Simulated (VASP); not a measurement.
Input of a VASP 6.6.1 run:

The input INCAR:

```
SYSTEM = Au
PREC     = Accurate       ! precision mode
ENCUT    = 520            ! plane-wave cutoff, eV
EDIFF    = 1E-7           ! SCF threshold, eV
ISMEAR   = -1             ! smearing method
SIGMA    = 0.05           ! smearing width, eV
LREAL    = .False.        ! projectors in reciprocal space
LASPH    = .True.         ! aspherical terms in the spheres
NELM     = 60             ! most SCF steps
ALGO     = Normal         ! electronic algorithm
ISIF     = 2              ! what is computed and relaxed
LWAVE    = .False.        ! write WAVECAR
LCHARG   = .False.        ! write CHGCAR
LDIPOL   = .True.       
IDIPOL   = 3            
DIPOL    = 0.5 0.5 0.500
GGA      = PE             ! functional
NBANDS   = 36             ! bands
```

The input KPOINTS:

```
regular mesh
0
Gamma
  11 11 1
  0 0 0
```

POSCAR

```
Au
1.0
    2.8999984105      0.0000000000      0.0000000000
   -1.4499992052      2.5114722944      0.0000000000
    0.0000000000      0.0000000000     24.7600000000
Au
5
Direct
    0.6666666667      0.3333333334      0.3029079160
    0.3333333333      0.6666666666      0.4014539580
    0.6666666667      0.3333333334      0.5000000000
    0.3333333333      0.6666666666      0.5985460420
    0.6666666667      0.3333333334      0.6970920840
```

Potentials or basis: VASP PAW PBE potentials, release 64 (Au).

The run is started by

```bash
$ cat potpaw_PBE.64/Au/POTCAR > POTCAR
$ mpirun -np 1 vasp_std > vasp.out
```

(1) What does it give for the largest force?

(2) Predict the band gap on the k mesh.

Results:

(1) 0.126 eV/Å.

(2) zero (an odd number of electrons rules out a gap without spin polarisation).

Caveat: spin-orbit coupling is left out, which moves the levels of the heavy elements.
